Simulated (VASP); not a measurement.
# Ag (Fmmm) in VASP: single point with r2SCAN

Aim: the single point of Ag with r2SCAN.

Program: VASP 6.6.1. These are calculated values, not measurements. Logs are shortened: lines on timing, memory, paths and dates and some standing lists are left out, and cuts for length are marked.

**1. The cell of the first run**

Symmetry: Fmmm, No. 69, orthorhombic system. Conventional cell: a = 3.311 Å, b = 4.648 Å, c = 4.718 Å, α = 90.00°, β = 90.00°, γ = 90.00°. Ag (site symmetry mmm) has 14 Ag at 2.85 to 3.31 Å within 3.8 Å.

This isn't the form of Ag at room conditions, which is fcc.

**2. Single point, r2SCAN (strain +0.0150 x Voigt [0, 0, 0, 0, 1, 0])**

File POSCAR:

```
Ag
1.0
   -1.6432365950      1.6556540000      1.6432365950
    1.6680714050     -1.6556540000      1.6680714050
    1.6432365950      1.6556540000     -1.6432365950
Ag
1
Direct
    0.0000000000      0.0000000000      0.0000000000
```

File INCAR.step1:

```
SYSTEM = Ag
PREC = Accurate
ENCUT = 520
ISMEAR = 0
SIGMA = 0.15
LREAL = .False.
LASPH = .True.
NELM = 60
NBANDS = 12
GGA = PE
ALGO = Normal
EDIFF = 1E-4
LWAVE = .True.
LCHARG = .False.
```

File INCAR.step2:

```
SYSTEM = Ag
PREC = Accurate
ENCUT = 520
EDIFF = 1E-6
ISMEAR = 0
SIGMA = 0.15
LREAL = .False.
LASPH = .True.
NELM = 60
ALGO = Normal
ISIF = 2
LWAVE = .False.
LCHARG = .False.
METAGGA = R2SCAN
LMIXTAU = .True.
NBANDS = 12
ISTART = 1
```

File KPOINTS:

```
regular mesh
0
Gamma
  20 20 20
  0 0 0
```

Potentials or basis: VASP PAW PBE potentials, release 64 (Ag).

Run with:

```console
> cat potpaw_PBE.64/Ag/POTCAR > POTCAR
> cp INCAR.step1 INCAR
> mpirun -np 1 vasp_std > vasp.out
> cp INCAR.step2 INCAR
> mpirun -np 1 vasp_std > vasp.out
```

OUTCAR:

```text
SYSTEM = Ag
   PREC = Accurate
   ENCUT = 520
   EDIFF = 1E-6
   ISMEAR = 0
   LREAL = .False.
   LASPH = .True.
   NELM = 60
   ISIF = 2
   METAGGA = R2SCAN
   ISTART = 1

 ion  position               nearest neighbor table
   1  0.000  0.000  0.000-

  LATTYP: Found a face centered orthorhombic cell.
 ALAT       =     3.3113080000
 B/A-ratio  =     1.4036069607
 C/A-ratio  =     1.4248201641

  Lattice vectors:

 A1 = (  -0.0248348100,   0.0000000000,  -3.3113080000)
 A2 = (  -1.6680714050,   1.6556540000,  -1.6680714050)
 A3 = (   1.6432365950,   1.6556540000,  -1.6432365950)

Analysis of symmetry for initial positions (statically):
=====================================================================
 Subroutine PRICEL returns:
 Original cell was already a primitive cell.

 Routine SETGRP: Setting up the symmetry group for a
 face centered orthorhombic supercell.

 Subroutine GETGRP returns: Found  8 space group operations
 (whereof  8 operations were pure point group operations)
 out of a pool of  8 trial point group operations.

The static configuration has the point symmetry D_2h.

Analysis of symmetry for dynamics (positions and initial velocities):
=====================================================================
 Subroutine PRICEL returns:
 Original cell was already a primitive cell.

 Routine SETGRP: Setting up the symmetry group for a
 face centered orthorhombic supercell.

 Subroutine GETGRP returns: Found  8 space group operations
 (whereof  8 operations were pure point group operations)
 out of a pool of  8 trial point group operations.

The dynamic configuration has the point symmetry D_2h.

 Subroutine INISYM returns: Found  8 space group operations
 (whereof  8 operations are pure point group operations),
 and found     1 'primitive' translations

----------------------------------------------------------------------------------------

                                     Primitive cell

  volume of cell :      18.1528

  direct lattice vectors                    reciprocal lattice vectors
    -1.643236595  1.655654000  1.643236595    -0.002265093  0.301995465  0.302012453
     1.668071405 -1.655654000  1.668071405     0.299747360  0.000000000  0.299747360
     1.643236595  1.655654000 -1.643236595     0.302012453  0.301995465 -0.002265093

  length of vectors
     2.853356477  2.882033066  2.853356477     0.427104102  0.423906782  0.427104102

  position of ions in fractional coordinates (direct lattice)
     0.000000000  0.000000000  0.000000000

  ion indices of the primitive-cell ions
   primitive index   ion index
                 1           1

----------------------------------------------------------------------------------------

 KPOINTS: regular mesh

Automatic generation of k-mesh.
 Grid dimensions read from file:
 generate k-points for:   20   20   20

 Generating k-lattice:

  Cartesian coordinates                     Fractional coordinates (reciprocal lattice)
    -0.000113255  0.015099773  0.015100623     0.050000000  0.000000000  0.000000000
     0.014987368  0.000000000  0.014987368     0.000000000  0.050000000  0.000000000
     0.015100623  0.015099773 -0.000113255    -0.000000000 -0.000000000  0.050000000

  Length of vectors
     0.021355205  0.021195339  0.021355205

  Shift w.r.t. Gamma in fractional coordinates (k-lattice)
     0.000000000  0.000000000  0.000000000

 Subroutine IBZKPT returns following result:
 ===========================================

 Found   1166 irreducible k-points:

 Following reciprocal coordinates:
            Coordinates               Weight
  0.000000  0.000000  0.000000      1.000000
  0.050000  0.000000  0.000000      8.000000
  0.100000  0.000000  0.000000      8.000000
  0.150000  0.000000  0.000000      8.000000
  0.200000  0.000000  0.000000      8.000000
  0.250000  0.000000  0.000000      8.000000
[... 16 lines left out ...]
 -0.450000  0.050000  0.000000      8.000000
 -0.400000  0.050000 -0.000000      8.000000
 [... further k-points ...]
   k-points           NKPTS =   1166   k-points in BZ     NKDIM =   1166   number of bands    NBANDS=     12
   number of dos      NEDOS =    301   number of ions     NIONS =      1
   total plane-waves  NPLWV =  13824
   dimension x,y,z NGX =    24 NGY =   24 NGZ =   24
   dimension x,y,z NGXF=    48 NGYF=   48 NGZF=   48
   ions per type =               1
   NGX,Y,Z   is equivalent  to a cutoff of  13.98, 13.84, 13.98 a.u.
   NGXF,Y,Z  is equivalent  to a cutoff of  27.97, 27.69, 27.97 a.u.
 SYSTEM =  Ag
   PREC   = accura    normal or accurate (medium, high low for compatibility)
   ISTART =      1    job   : 0-new  1-cont  2-samecut
   ICHARG =      0    charge: 1-file 2-atom 10-const
   ISPIN  =      1    spin polarized calculation?
   LNONCOLLINEAR =      F non collinear calculations
   LSORBIT =      F    spin-orbit coupling
   LASPH  =      T    aspherical Exc in radial PAW
   ENCUT  =  520.0 eV  38.22 Ry    6.18 a.u.   5.31  5.36  5.31*2*pi/ulx,y,z
   NELM   =     60;   NELMIN=  2; NELMDL=  0     # of ELM steps
   EDIFF  = 0.1E-05   stopping-criterion for ELM
   LREAL  =      F    real-space projection
   EDIFFG = 0.1E-04   stopping-criterion for IOM
   NSW    =      0    number of steps for IOM
   IBRION =     -1    ionic relax: 0-MD 1-quasi-New 2-CG
   NFREE  =      0    steps in history (QN), initial steepest desc. (CG)
   ISIF   =      2    stress and relaxation
   ISYM   =      2    0-nonsym 1-usesym 2-fastsym
   POTIM  = 0.5000    time-step for ionic-motion
   TEBEG  =    0.0;   TEEND  =   0.0 temperature during run
   PSTRESS=    0.0 pullay stress
   NELECT =      11.0000    total number of electrons
   NUPDOWN=      -1.0000    fix difference up-down
   EMIN   =  10.00;   EMAX   =-10.00  energy-range for DOS
   EFERMI =   0.00;   METHOD = LEGACY
   ISMEAR =     0;   SIGMA  =   0.15  broadening in eV -4-tet -1-fermi 0-gaus
   EFERMI_NEDOS =   21; number of points for ismear=-14 and -15
   IALGO  =     38    algorithm
   IMIX   =      4    mixing-type and parameters
     AMIX     =   0.40;   BMIX     =  1.00
     AMIX_MAG =   1.60;   BMIX_MAG =  1.00
  volume/ion in A,a.u.               =      18.15       122.50
  Fermi-wavevector in a.u.,A,eV,Ry     =   1.385344  2.617921 26.112001  1.919178
  Thomas-Fermi vector in A             =   2.509763
   LORBIT       =      0    0 simple, 1 ext, 2 COOP (PROOUT), +10 PAW based schemes
   METAGGA = R2SCAN    functional components
   LHFCALC =     F    Hartree Fock is set to
   AEXX    =    0.0000 exact exchange contribution
   IVDW    =     0    specifies the selected vdW correction
   LEPSILON=     F    determine dielectric tensor
   LRPA    =     F    only Hartree local field effects (RPA)
 non-spin polarized calculation
 Gauss-broadening in eV      SIGMA  =   0.15
  energy-cutoff  :      520.00
  volume of cell :       18.15
 maximum number of plane-waves:       500
 NGX is ok and might be reduce to    24
   NGX = 11   NGY = 11   NGZ = 11

 number of electron      11.0000001 magnetization

 Free energy of the ion-electron system (eV)
  ---------------------------------------------------
  ext. energy  EPLUGINS =         0.00000000
  ---------------------------------------------------
  free energy    TOTEN  =       -21.31534652 eV

  energy without entropy =      -21.31108173  energy(sigma->0) =      -21.31321413

 E-fermi :   7.6341     XC(G=0): -12.5339

 val. band max:        7.6314059248   @ k =   0.5000   0.0500   0.3000
 cond. band min:       7.6348491512   @ k =  -0.4000   0.4500   0.1000
 fundamental gap:      0.0034432264
 Fermi energy:         7.6341326248

 k-point     1 :       0.0000    0.0000    0.0000
  band No.  band energies     occupation
      1       0.1163      2.00000
      2       2.5100      2.00000
      3       2.5678      2.00000
      4       2.6281      2.00000
      5       3.7922      2.00000
      6       3.7936      2.00000
      7      25.9138      0.00000
      8      26.0640      0.00000
      9      26.1992      0.00000
     10      31.3288      0.00000
     11      31.5549      0.00000
     12      31.8035      0.00000

 k-point     2 :       0.0500    0.0000    0.0000
  band No.  band energies     occupation
      1       0.1979      2.00000
      2       2.5121      2.00000
      3       2.5787      2.00000
      4       2.6443      2.00000
      5       3.7720      2.00000
      6       3.7945      2.00000
      7      25.7861      0.00000
      8      25.9699      0.00000
      9      26.1880      0.00000
     10      30.3895      0.00000
     11      30.4910      0.00000
     12      31.0733      0.00000

 k-point     3 :       0.1000    0.0000    0.0000
  band No.  band energies     occupation
      1       0.4350      2.00000
      2       2.4814      2.00000
      3       2.5908      2.00000
      4       2.7521      2.00000
      5       3.7193      2.00000
      6       3.7983      2.00000
      7      24.9847      0.00000
      8      25.8000      0.00000
      9      26.2525      0.00000
     10      29.2645      0.00000
     11      29.5110      0.00000
     12      29.8871      0.00000
[... 286 lines left out ...]
 k-point    23 :      -0.4500    0.0500    0.0000
  band No.  band energies     occupation
      1       1.3336      2.00000
      2       1.9033      2.00000
      3       3.7095      2.00000
      4       3.8540      2.00000
      5       4.4847      2.00000
      6       6.8351      2.00000
      7      12.9543      0.00000
      8      21.1037      0.00000
      9      22.3224      0.00000
     10      27.6155      0.00000
     11      28.8799      0.00000
     12      32.5857      0.00000

 k-point    24 :      -0.4000    0.0500   -0.0000
  band No.  band energies     occupation
      1       1.4152      2.00000
      2       1.9649      2.00000
      3       3.6673      2.00000
      4       3.8349      2.00000
      5       4.2315      2.00000
      6       5.7044      2.00000
      7      14.6568      0.00000
      8      21.5182      0.00000
      9      22.8858      0.00000
     10      27.5132      0.00000
     11      28.7866      0.00000
     12      32.5099      0.00000

 [... further k-points ...]

------------------------ aborting loop because EDIFF is reached ----------------------------------------

  FORCE on cell =-STRESS in cart. coord.  units (eV):
  Direction    XX          YY          ZZ          XY          YZ          ZX
  --------------------------------------------------------------------------------------
  -------------------------------------------------------------------------------------
  Total       -0.3916551     -0.3915120     -0.3916551      0.0000000     -0.0000000     -0.0650044
  in kB      -34.5676677    -34.5550338    -34.5676677      0.0000000     -0.0000000     -5.7373156
  external PRESSURE =     -34.5634564 kB  Pullay stress =       0.0000000 kB

 VOLUME and BASIS-vectors are now :
 -----------------------------------------------------------------------------
  energy-cutoff  :      520.00
  volume of cell :       18.15
      direct lattice vectors                 reciprocal lattice vectors
    -1.643236595  1.655654000  1.643236595    -0.002265093  0.301995465  0.302012453
     1.668071405 -1.655654000  1.668071405     0.299747360  0.000000000  0.299747360
     1.643236595  1.655654000 -1.643236595     0.302012453  0.301995465 -0.002265093

 POSITION                                       TOTAL-FORCE (eV/Angst)
 -----------------------------------------------------------------------------------
      0.00000      0.00000      0.00000        -0.000000      0.000000      0.000000
 -----------------------------------------------------------------------------------
    total drift:                                0.000000      0.000000      0.000000

  FREE ENERGIE OF THE ION-ELECTRON SYSTEM (eV)
  ---------------------------------------------------
  free  energy   TOTEN  =       -21.3153465214 eV

  energy  without entropy=      -21.3110817294  energy(sigma->0) =      -21.31321413
```

Wall time 8.2 min (1 thread of Intel Xeon 8259CL, shared host); peak memory 0.35 GiB.

What came out:

```yaml
Free_energy: -21.3153 eV
Pressure: -3.5 GPa
Band_gap_on_the_k_mesh: zero (an odd number of electrons rules out a gap without spin polarisation)
```

Stress tensor (GPa, compression positive):
```
-3.46  0.00 -0.57
 0.00 -3.46  0.00
-0.57  0.00 -3.46
```

Levels at points of the mesh, in eV from the Fermi level:
```csv
k point,band 1,band 2,band 3,band 4,band 5,band 6,band 7,band 8,band 9,band 10
"(0.00, 0.00, 0.00)",-7.52,-5.12,-5.07,-5.01,-3.84,-3.84,18.28,18.43,18.57,23.69
"(0.50, 0.00, 0.00)",-6.39,-5.78,-3.89,-3.74,-2.91,0.13,3.89,13.58,14.53,19.79
"(0.00, 0.50, 0.00)",-6.39,-5.81,-3.87,-3.71,-2.94,0.04,3.73,13.71,14.61,19.93
"(0.50, 0.00, 0.50)",-6.38,-5.75,-3.91,-3.77,-2.88,0.22,4.05,13.53,14.36,19.71
"(0.50, 0.50, 0.50)",-6.37,-6.37,-3.18,-3.14,-3.09,7.00,7.02,7.04,12.39,13.34
```

Caveat: the cell differs from its parent crystal (strain +0.0150 x Voigt [0, 0, 0, 0, 1, 0]); the cell stands under tension; the PAW data sets were made with another functional, which shifts forces and pressure a little.
